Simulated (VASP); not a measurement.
# Ba8Ti8O23 (a cell with a defect) in VASP: notebook

Ba8Ti8O23 (a cell with a defect) is run at these levels: PBE; tasks: single point.

Everything below comes from runs of VASP 6.6.1. Logs are shortened: lines on timing, memory, paths and dates and some standing lists are left out, and cuts for length are marked.

## (1) The cell of the first run

The cell holds a defect, 39 atoms: a = 7.968 Å, b = 8.037 Å, c = 8.037 Å, α = 89.82°, β = 90.00°, γ = 90.00°.

## (2) Single point, PBE

The input, INCAR:

```
ALGO = Normal
EDIFF = 1E-6
ENCUT = 520
GGA = PE
GGA_COMPAT = False
ISIF = 2
ISMEAR = 0
KPAR = 2
LASPH = True
LCHARG = False
LREAL = Auto
LWAVE = False
NBANDS = 182
NCORE = 2
NELECT = 312.0
NELM = 120
PREC = Accurate
SIGMA = 0.02
```

The input, KPOINTS:

```
k-points
0
Gamma
  2 2 2
```

The input, POSCAR:

```
Ba8Ti8O23
1.0
    7.9682000000      0.0000000000      0.0000000000
    0.0000000000      5.6741000000      5.6916000000
    0.0000000000     -5.6741000000      5.6916000000
Ba Ti O
8 8 23
Direct
    0.0061255993     -0.0000484086      0.0056684452
    0.0042102357     -0.0013764312      0.4995488256
    0.0093949700      0.5082519412      0.0080520858
    0.0044562134      0.5069815311      0.5024007165
    0.4887787706     -0.0018210879      0.0057679570
    0.4896218719     -0.0030436273      0.4979974189
    0.4901971587      0.5056915357      0.0047264487
    0.4898052258      0.5077282995      0.4999695360
    0.2427637359      0.2589051915      0.2568151684
    0.2399342386      0.2585526164      0.7594015616
    0.2418867498      0.7596329154      0.2592099408
    0.2426596973      0.7572045155      0.7578650608
    0.7461868427      0.2644657321      0.2730188066
    0.7359482694      0.2385453960      0.7320338787
    0.7423177129      0.7627794814      0.2611570215
    0.7462440702      0.7718194071      0.7676094002
   -0.0045249868      0.2460169940      0.2380943279
    0.2519738460      0.2444285853      0.4856587364
    0.2518992997      0.4918755609      0.2510250295
    0.0070825280      0.2353471747      0.7401495222
    0.2509836600      0.2448096704      0.9920416543
    0.2507060566      0.4915722027      0.7438180215
    0.0055627369      0.7476210737      0.2475521641
    0.2514398484      0.7473990435      0.4934109220
    0.2514649482      0.9933752418      0.2472579721
   -0.0031147562      0.7406293395      0.7459494784
    0.2517466931      0.7501820518      0.9920487796
    0.2520318265      0.9857507765      0.7441942301
    0.5131967069      0.2455990103      0.2363044966
    0.7506887377      0.2656773942      0.5012823359
    0.7526885620      0.4903094428      0.2426837401
    0.5019417183      0.2360316704      0.7411910789
    0.7540366708      0.4164155800      0.8552252591
    0.5052823724      0.7475232455      0.2473170454
    0.7524937878      0.7443629625      0.4955358357
    0.7524337994      0.9983688003      0.2436986324
    0.5122135489      0.7391097315      0.7457442639
    0.7527811802      0.7484521104      0.9941627958
    0.7517520896      1.0014024542      0.7677786196
```

Potentials or basis: VASP PAW PBE potentials, release 64 (Ba_sv, Ti_sv, O).

Started as:

```bash
cat potpaw_PBE.64/Ba_sv/POTCAR potpaw_PBE.64/Ti_sv/POTCAR potpaw_PBE.64/O/POTCAR > POTCAR
mpirun -np 4 vasp_std > vasp.out
```

OUTCAR:

```text
EDIFF = 1E-6
   ENCUT = 520
   GGA = PE
   ISIF = 2
   ISMEAR = 0
   LASPH = True
   LREAL = Auto
   NELECT = 312.0
   NELM = 120
   PREC = Accurate

 ion  position               nearest neighbor table
   1  0.006  1.000  0.006-  17 2.73  25 2.76  21 2.77  36 2.78  39 2.79  23 2.80  27 2.81  20 2.85
                            38 2.86  28 2.88  26 2.96  16 3.37  12 3.37  11 3.37  10 3.42   9 3.46
   2  0.004  0.999  0.500-  20 2.72  28 2.79  18 2.79  24 2.82  25 2.83  23 2.86  26 2.86  35 2.86
                            36 2.87  17 2.89  30 2.95  39 2.95  11 3.32  15 3.41  12 3.41   9 3.43
   3  0.009  0.508  0.008-  33 2.49  23 2.73  27 2.74  19 2.75  31 2.79  17 2.80  26 2.81  38 2.81
                            21 2.86  22 2.87  20 3.08  10 3.38   9 3.38  12 3.39  11 3.41  16 3.55
   4  0.004  0.507  0.502-  26 2.72  24 2.76  22 2.76  35 2.77  30 2.80  23 2.81  19 2.83  18 2.89
                            20 2.90  31 2.90  17 2.99  13 3.38  11 3.39   9 3.39  10 3.43  12 3.45
   5  0.489  0.998  0.006-  25 2.71  29 2.73  21 2.74  27 2.75  34 2.80  28 2.83  39 2.84  36 2.84
                            32 2.86  38 2.91  37 2.96  16 3.35  12 3.40  11 3.42  15 3.44  10 3.49
   6  0.490  0.997  0.498-  28 2.74  32 2.75  18 2.75  24 2.76  25 2.77  34 2.85  37 2.88  29 2.90
                            35 2.92  36 2.93  30 3.00  39 3.01  14 3.34  11 3.35  15 3.35  12 3.45
   7  0.490  0.506  0.005-  33 2.53  27 2.73  19 2.74  34 2.76  29 2.80  37 2.80  21 2.84  31 2.84
                            22 2.84  38 2.86  32 3.04  10 3.44  12 3.45   9 3.45  11 3.51  16 3.51
   8  0.490  0.508  0.500-  24 2.71  37 2.72  22 2.74  19 2.76  34 2.80  35 2.83  18 2.84  30 2.85
                            32 2.92  31 2.95  29 3.00  13 3.37   9 3.42  11 3.42  15 3.45  14 3.46
   9  0.243  0.259  0.257-  18 1.84  19 1.87  17 1.98  21 2.13  25 2.14  29 2.16   3 3.38   4 3.39
[... 16 lines left out ...]
  18  0.252  0.244  0.486-   9 1.84  10 2.21   6 2.75   2 2.79   8 2.84   4 2.89
  19  0.252  0.492  0.251-   9 1.87  11 2.15   7 2.74   3 2.75   8 2.76   4 2.83
  20  0.007  0.235  0.740-  10 1.87  14 2.16   2 2.72   1 2.85   4 2.90   3 3.08
  21  0.251  0.245  0.992-  10 1.87   9 2.13   5 2.74   1 2.77   7 2.84   3 2.86
  22  0.251  0.492  0.744-  10 1.88  12 2.14   8 2.74   4 2.76   7 2.84   3 2.87
[... 8 lines left out ...]
  31  0.753  0.490  0.243-  13 1.83  15 2.20   3 2.79   7 2.84   4 2.90   8 2.95
  32  0.502  0.236  0.741-  14 1.87  10 2.10   6 2.75   5 2.86   8 2.92   7 3.04
  33  0.754  0.416  0.855-  14 1.75   3 2.49   7 2.53
  34  0.505  0.748  0.247-  15 1.90  11 2.10   7 2.76   5 2.80   8 2.80   6 2.85
  35  0.752  0.744  0.496-  15 1.89  16 2.20   4 2.77   8 2.83   2 2.86   6 2.92
  36  0.752  0.998  0.244-  15 1.90  13 2.15   1 2.78   5 2.84   2 2.87   6 2.93
  37  0.512  0.739  0.746-  16 1.89  12 2.15   8 2.72   7 2.80   6 2.88   5 2.96
  38  0.753  0.748  0.994-  16 1.83  15 2.15   3 2.81   1 2.86   7 2.86   5 2.91
  39  0.752  0.001  0.768-  16 1.85  14 1.93   1 2.79   5 2.84   2 2.95   6 3.01

  LATTYP: Found a base centered orthorhombic cell.
 ALAT       =    11.3482000000
 B/A-ratio  =     1.0030841896
 C/A-ratio  =     0.7021554079

  Lattice vectors:

 A1 = (   0.0000000000,   5.6741000000,  -5.6916000000)
 A2 = (   0.0000000000,   5.6741000000,   5.6916000000)
 A3 = (   7.9682000000,   0.0000000000,   0.0000000000)

Analysis of symmetry for initial positions (statically):
=====================================================================
 Subroutine PRICEL returns:
 Original cell was already a primitive cell.

 Routine SETGRP: Setting up the symmetry group for a
 base centered orthorhombic supercell.

 Subroutine GETGRP returns: Found  1 space group operations
 (whereof  1 operations were pure point group operations)
 out of a pool of  8 trial point group operations.

The static configuration has the point symmetry C_1 .

Analysis of symmetry for dynamics (positions and initial velocities):
=====================================================================
 Subroutine PRICEL returns:
 Original cell was already a primitive cell.

 Routine SETGRP: Setting up the symmetry group for a
 base centered orthorhombic supercell.

 Subroutine GETGRP returns: Found  1 space group operations
 (whereof  1 operations were pure point group operations)
 out of a pool of  8 trial point group operations.

The dynamic configuration has the point symmetry C_1 .

 Subroutine INISYM returns: Found  1 space group operations
 (whereof  1 operations are pure point group operations),
 and found     1 'primitive' translations
[... 62 lines left out ...]
                 5           5
                 6           6
[... 31 lines left out ...]
                38          38
                39          39

----------------------------------------------------------------------------------------

 KPOINTS: k-points

Automatic generation of k-mesh.
 Grid dimensions read from file:
 generate k-points for:    2    2    2

 Generating k-lattice:

  Cartesian coordinates                     Fractional coordinates (reciprocal lattice)
     0.062749429  0.000000000  0.000000000     0.500000000  0.000000000  0.000000000
     0.000000000  0.044059851  0.043924380     0.000000000  0.500000000  0.000000000
     0.000000000 -0.044059851  0.043924380     0.000000000  0.000000000  0.500000000

  Length of vectors
     0.062749429  0.062214320  0.062214320

  Shift w.r.t. Gamma in fractional coordinates (k-lattice)
     0.000000000  0.000000000  0.000000000

 Subroutine IBZKPT returns following result:
 ===========================================

 Found      8 irreducible k-points:

 Following reciprocal coordinates:
            Coordinates               Weight
  0.000000  0.000000  0.000000      1.000000
  0.500000  0.000000  0.000000      1.000000
  0.000000  0.500000  0.000000      1.000000
  0.000000  0.000000  0.500000      1.000000
  0.500000  0.500000  0.000000      1.000000
  0.500000  0.000000  0.500000      1.000000
  0.000000  0.500000  0.500000      1.000000
  0.500000  0.500000  0.500000      1.000000
   k-points           NKPTS =      8   k-points in BZ     NKDIM =      8   number of bands    NBANDS=    182
   number of dos      NEDOS =    301   number of ions     NIONS =     39
   total plane-waves  NPLWV = 216000
   dimension x,y,z NGX =    60 NGY =   60 NGZ =   60
   dimension x,y,z NGXF=   120 NGYF=  120 NGZF=  120
   ions per type =               8   8  23
   NGX,Y,Z   is equivalent  to a cutoff of  12.52, 12.41, 12.41 a.u.
   NGXF,Y,Z  is equivalent  to a cutoff of  25.04, 24.82, 24.82 a.u.
 SYSTEM =  unknown system
   PREC   = accura    normal or accurate (medium, high low for compatibility)
   ISTART =      0    job   : 0-new  1-cont  2-samecut
   ICHARG =      2    charge: 1-file 2-atom 10-const
   ISPIN  =      1    spin polarized calculation?
   LNONCOLLINEAR =      F non collinear calculations
   LSORBIT =      F    spin-orbit coupling
   LASPH  =      T    aspherical Exc in radial PAW
   ENCUT  =  520.0 eV  38.22 Ry    6.18 a.u.  14.82 14.94 14.94*2*pi/ulx,y,z
   NELM   =    120;   NELMIN=  2; NELMDL= -5     # of ELM steps
   EDIFF  = 0.1E-05   stopping-criterion for ELM
   LREAL  =      T    real-space projection
   EDIFFG = 0.1E-04   stopping-criterion for IOM
   NSW    =      0    number of steps for IOM
[... 5 lines left out ...]
   TEBEG  =    0.0;   TEEND  =   0.0 temperature during run
   PSTRESS=    0.0 pullay stress
   NELECT =     312.0000    total number of electrons
   NUPDOWN=      -1.0000    fix difference up-down
   EMIN   =  10.00;   EMAX   =-10.00  energy-range for DOS
   EFERMI =   0.00;   METHOD = LEGACY
   ISMEAR =     0;   SIGMA  =   0.02  broadening in eV -4-tet -1-fermi 0-gaus
   EFERMI_NEDOS =   21; number of points for ismear=-14 and -15
   IALGO  =     38    algorithm
   IMIX   =      4    mixing-type and parameters
     AMIX     =   0.40;   BMIX     =  1.00
     AMIX_MAG =   1.60;   BMIX_MAG =  1.00
  volume/ion in A,a.u.               =      13.20        89.05
  Fermi-wavevector in a.u.,A,eV,Ry     =   1.385540  2.618292 26.119403  1.919722
  Thomas-Fermi vector in A             =   2.509941
   LORBIT       =      0    0 simple, 1 ext, 2 COOP (PROOUT), +10 PAW based schemes
   GGA     = PE    functional components
   LHFCALC =     F    Hartree Fock is set to
   AEXX    =    0.0000 exact exchange contribution
   IVDW    =     0    specifies the selected vdW correction
   LEPSILON=     F    determine dielectric tensor
   LRPA    =     F    only Hartree local field effects (RPA)
 non-spin polarized calculation
 Gauss-broadening in eV      SIGMA  =   0.02
  energy-cutoff  :      520.00
  volume of cell :      514.66
 maximum number of plane-waves:     13884
 NGX is ok and might be reduce to    60
   NGX = 29   NGY = 29   NGZ = 29

 number of electron     312.0000010 magnetization

 Free energy of the ion-electron system (eV)
  ---------------------------------------------------
  ext. energy  EPLUGINS =         0.00000000
  ---------------------------------------------------
  free energy    TOTEN  =      -320.98916277 eV

  energy without entropy =     -320.98916277  energy(sigma->0) =     -320.98916277

 E-fermi :   3.7783     XC(G=0): -11.0445

 val. band max:        3.6515048454   @ k =   0.0000   0.0000   0.0000
 cond. band min:       5.9288743237   @ k =   0.0000   0.0000   0.0000
 fundamental gap:      2.2773694783
 Fermi energy:         3.7782690863

 k-point     1 :       0.0000    0.0000    0.0000
  band No.  band energies     occupation
      1     -52.7916      2.00000
      2     -52.7501      2.00000
      3     -52.7190      2.00000
      4     -52.7181      2.00000
      5     -52.6888      2.00000
      6     -52.6502      2.00000
[... 1357 lines left out ...]
    167       7.0784      0.00000
    168       7.1217      0.00000
 [bands above 168 left out]

------------------------ aborting loop because EDIFF is reached ----------------------------------------

  FORCE on cell =-STRESS in cart. coord.  units (eV):
  Direction    XX          YY          ZZ          XY          YZ          ZX
  --------------------------------------------------------------------------------------
  -------------------------------------------------------------------------------------
  Total        7.6015083      8.0820181     11.2745981     -0.2314670     -0.3027349     -0.3107013
  in kB       23.6640340     25.1598950     35.0986225     -0.7205731     -0.9424350     -0.9672353
  external PRESSURE =      27.9741838 kB  Pullay stress =       0.0000000 kB

 VOLUME and BASIS-vectors are now :
 -----------------------------------------------------------------------------
  energy-cutoff  :      520.00
  volume of cell :      514.66
      direct lattice vectors                 reciprocal lattice vectors
     7.968200000  0.000000000  0.000000000     0.125498858  0.000000000  0.000000000
     0.000000000  5.674100000  5.691600000     0.000000000  0.088119702  0.087848760
     0.000000000 -5.674100000  5.691600000     0.000000000 -0.088119702  0.087848760

 POSITION                                       TOTAL-FORCE (eV/Angst)
 -----------------------------------------------------------------------------------
      0.04881      5.64166      5.72359        -0.037473      0.020223     -0.039574
      0.03355      2.83180      8.52700        -0.054218     -0.011489     -0.002559
      0.07486      2.83818      2.93860         0.036561     -0.023096     -0.019013
      0.03551      0.02599      5.74500        -0.068162     -0.071473     -0.026589
      3.89469      5.63104      5.71406         0.061673      0.018262     -0.044221
      3.90140      2.83114      8.50868         0.065028     -0.012983     -0.014422
[... 31 lines left out ...]
      5.99831     -1.39419      9.91827         0.003254     -0.023160      0.063868
      5.99011     -4.34850      4.37787        -0.002951     -0.033158     -0.019806
 -----------------------------------------------------------------------------------
    total drift:                                0.024018      0.020198     -0.028465

  FREE ENERGIE OF THE ION-ELECTRON SYSTEM (eV)
  ---------------------------------------------------
  free  energy   TOTEN  =      -320.9891627696 eV

  energy  without entropy=     -320.9891627696  energy(sigma->0) =     -320.98916277
```

It took 5.1 min on 4 MPI ranks of AMD EPYC 7R13 (Zen 3), shared host; peak memory 0.47 GiB.

Results:

* Free energy: -320.9892 eV
* Largest force: 0.555 eV/Å

Forces in eV/Å, atoms in the order of the input:
```
Ba  -0.037  0.020 -0.040
Ba  -0.054 -0.011 -0.003
Ba   0.037 -0.023 -0.019
Ba  -0.068 -0.071 -0.027
Ba   0.062  0.018 -0.044
Ba   0.065 -0.013 -0.014
Ba  -0.025 -0.017  0.005
Ba   0.083 -0.061 -0.026
Ti  -0.004 -0.009 -0.060
Ti  -0.026 -0.020 -0.101
Ti   0.016 -0.018 -0.071
Ti   0.005 -0.003 -0.068
Ti   0.036 -0.040 -0.040
Ti   0.097  0.048  0.107
Ti   0.048  0.009 -0.092
Ti   0.040 -0.058 -0.061
O   -0.018 -0.009  0.019
O    0.000 -0.041  0.052
O    0.004 -0.003  0.049
O   -0.020 -0.043  0.057
O    0.008 -0.025  0.051
O    0.008  0.001  0.044
O   -0.025 -0.016  0.015
O   -0.006 -0.034  0.041
O   -0.002  0.006  0.042
O   -0.008  0.000  0.041
O    0.000 -0.041  0.035
O   -0.004  0.015  0.050
O   -0.020 -0.001  0.011
O   -0.021  0.018 -0.063
O    0.001  0.020  0.005
O   -0.088 -0.053  0.034
O   -0.032  0.527 -0.170
O   -0.034 -0.015  0.006
O    0.001 -0.045  0.071
O    0.002  0.039  0.075
O   -0.022  0.006  0.046
O    0.003 -0.023  0.064
O   -0.003 -0.033 -0.020
```

Caveat: the cell carries a net charge on a neutralising background, which shifts energy and pressure; the cell is charged against a uniform background, so pressure and absolute levels hang on convention; spin-orbit coupling is left out, which moves the levels of the heavy elements.

(Part 1 of 2 ends here.)
